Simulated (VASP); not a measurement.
The system is AgCl (Chlorargyrite).

```
Ag Cl
1.0
     0.00000    2.77317    2.77317
     2.77317    0.00000    2.77317
     2.77317    2.77317    0.00000
Ag Cl
1 1
Direct
  0.00000 0.00000 0.00000
  0.50000 0.50000 0.50000
```

Program: VASP 6.6.1. Alike in all runs: task single point; potentials or basis VASP PAW PBE potentials, release 64 (Ag, Cl); no spin polarisation; cell as given; k mesh 6 × 6 × 6; cutoff (eV) 520; smearing gaussian 0.01 eV. Hardware: 1 thread of Intel(R) Xeon(R) 6975P-C (Granite Rapids), on a shared host.

**Question.** Order these runs on this cell by their wall time, lowest first.
A. level r2SCAN
B. level PBE
C. level HSE06; grid for exact exchange (PRECFOCK) Normal; screening parameter 0.2079 1/Å

**Answer.** B (6.9 s), A (25 s), C (930 s).
